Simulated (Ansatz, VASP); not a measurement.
**AgCl: VASP beside Ansatz**

```xyz
4
Lattice="4.5645 0.0000 0.0000 -2.2822 3.9530 0.0000 0.0000 0.0000 5.7792" Properties=species:S:1:pos:R:3 pbc="T T T"
Ag    0.0000    2.6353   -0.3596
Ag    2.2822    1.3177    2.5300
Cl    0.0000    2.6353    2.5268
Cl    2.2822    1.3177    5.4163
```

Alike in both runs: task single point; functional r2SCAN; k mesh 6 × 6 × 4; no spin polarisation.

|  | VASP | Ansatz |
| --- | --- | --- |
| version | VASP 6.6.1 | Ansatz 0.2.0 |
| potentials or method | VASP PAW PBE potentials, release 64 (Ag, Cl) | plane waves, PAW |
| plane-wave cutoff (eV) | 520 | 500 |
| occupations | gaussian, width 0.01 eV | fixed |
| valence electrons in the cell | 36 | 52 |

```tsv
	VASP	Ansatz	Ansatz less VASP
gap on the k mesh at the Fermi level (eV)	1.79	1.83	+0.047
pressure (GPa)	-1.2	-1.1	+0.08
traceless stress, the component that is largest in VASP (GPa)	0.08	0.04	-0.037
```

VASP's potentials were made for PBE, not for r2SCAN. VASP's potentials hold 36 valence electrons a cell and Ansatz's 52, so a difference there can come from the potentials and not from the codes.
